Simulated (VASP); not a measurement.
Crystal: Zn3Cl2.

```xyz
5
Lattice="1.8109 1.0455 8.3942 -1.8109 1.0455 8.3942 0.0000 -2.0910 8.3942" Properties=species:S:1:pos:R:3 pbc="T T T"
Zn    0.0000    0.0000    0.0000
Zn    0.0000    0.0000    5.2758
Zn    0.0000    0.0000   19.9069
Cl    0.0000    0.0000   10.0731
Cl    0.0000    0.0000   15.1096
```

- Program: VASP 6.6.1
- Task: relaxation of cell and atoms
- Functional: PBE
- Potentials or basis: VASP PAW PBE potentials, release 64 (Zn, Cl)
- Cutoff: 600 eV
- k mesh: 6 × 6 × 6
- Occupations: gaussian, width 0.1 eV
- Spin: no spin polarisation

At the start: pressure 6.4 GPa; volume 19.07 Å³/atom.

**Question.** How do energy, volume and symmetry change on relaxing?

**Answer.** Over 11 steps the energy falls by 172.0 meV/atom and the volume is 20.88 Å³/atom (+9.5 %); space group R-3m (No. 166, to 0.1 Å) before and after.

Step by step:
| step | energy change (eV) | largest force (eV/Å) | pressure (GPa) | volume (Å³) |
| --- | --- | --- | --- | --- |
| 1 | 0.0000 | 1.6643 | 6.37 | 95.35 |
| 2 | -0.4493 | 1.0280 | 0.71 | 106.21 |
| 3 | -0.5217 | 0.7479 | -1.65 | 113.61 |
| 4 | -0.6304 | 0.6886 | -1.44 | 111.38 |
| 5 | -0.8444 | 0.2324 | -0.13 | 104.84 |
| 6 | -0.8485 | 0.0841 | 0.84 | 102.51 |
| 7 | -0.8535 | 0.0723 | 0.31 | 103.55 |
| 8 | -0.8534 | 0.0446 | 0.43 | 103.36 |
| 9 | -0.8584 | 0.0485 | -0.05 | 104.51 |
| 10 | -0.8584 | 0.0525 | -0.04 | 104.56 |
| 11 | -0.8598 | 0.0364 | -0.06 | 104.42 |

Final structure:
```xyz
5
Lattice="1.8501 1.0682 8.8059 -1.8501 1.0682 8.8059 0.0000 -2.1364 8.8059" Properties=species:S:1:pos:R:3 pbc="T T T"
Zn    0.0000    0.0000    0.0000
Zn    0.0000    0.0000    5.1341
Zn    0.0000    0.0000   21.2837
Cl    0.0000    0.0000   10.6694
Cl    0.0000    0.0000   15.7484
```
